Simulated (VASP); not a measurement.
Crystal: Sn2Se.

```xyz
3
Lattice="3.9650 0.0000 0.0000 -1.9825 3.4338 0.0000 0.0000 0.0000 6.1280" Properties=species:S:1:pos:R:3 pbc="T T T"
Sn    0.0000    0.0000    5.0418
Sn    0.0000    0.0000    1.0862
Se    0.0000    0.0000    3.0640
```

* Program: VASP 6.6.1
* Task: relaxation of cell and atoms
* Functional: PBE
* Potentials or basis: VASP PAW PBE potentials, release 64 (Sn_d, Se)
* Cutoff: 600 eV
* k mesh: 6 × 6 × 4
* Occupations: gaussian, width 0.1 eV
* Spin: no spin polarisation

At the start: pressure 57.4 GPa; volume 27.81 Å³/atom.

Problem. Where does the relaxation end?

Solution. Over 35 steps the energy falls by 3631.7 meV/atom and the volume is 26.94 Å³/atom (-3.1 %); space group P6/mmm (No. 191, to 0.05 Å).

Step by step:
```csv
step,energy change (eV),largest force (eV/Å),pressure (GPa),volume (Å³)
1,0.0000,5.0659,57.44,83.43
2,1.5689,0.4887,-24.65,198.22
3,-8.1572,0.8350,-6.56,137.24
4,-8.2676,1.0901,-6.34,134.43
5,-8.8256,3.4121,-2.60,115.10
6,-7.9201,7.9773,9.67,99.37
7,-8.7973,3.6547,-2.17,114.29
8,-8.8002,3.7803,-1.93,113.68
9,-9.7620,1.3852,-5.10,108.64
10,-10.1623,0.6629,-5.74,104.55
11,-10.5963,0.1833,-2.90,96.09
12,-10.6391,0.4494,-1.04,93.17
13,-10.7046,0.1751,0.00,88.97
14,-10.7089,0.2049,-0.30,89.73
15,-10.7091,0.2129,-0.34,89.89
16,-10.7179,0.2687,-0.05,88.77
17,-10.7371,0.4697,1.02,85.47
18,-10.7283,0.9364,3.90,79.07
19,-10.7401,0.6817,2.14,82.73
20,-10.7414,0.6839,2.13,82.65
21,-10.7453,0.6984,2.16,82.40
22,-10.7533,0.7203,2.26,81.90
23,-10.7691,0.7501,2.51,80.90
24,-10.7955,0.7532,3.14,78.94
25,-10.7841,0.4955,5.17,75.07
26,-10.8024,0.7286,3.82,77.47
27,-10.8372,0.5255,3.25,77.58
28,-10.8724,0.1290,2.25,77.80
29,-10.8752,0.0002,1.98,77.87
30,-10.8847,0.0290,1.44,78.62
31,-10.8939,0.0659,0.45,80.18
32,-10.8941,0.0702,0.29,80.47
33,-10.8941,0.0707,0.26,80.52
34,-10.8945,0.0569,0.21,80.60
35,-10.8951,0.0196,0.02,80.83
```

Final structure:
```
CELL_PARAMETERS angstrom
3.23455 0.00000 0.00000
-1.61728 2.80121 0.00000
0.00000 0.00000 8.92093
ATOMIC_POSITIONS crystal
Sn 0.00000 0.00000 0.81452
Sn 0.00000 0.00000 0.18548
Se 0.00000 0.00000 0.50000
```
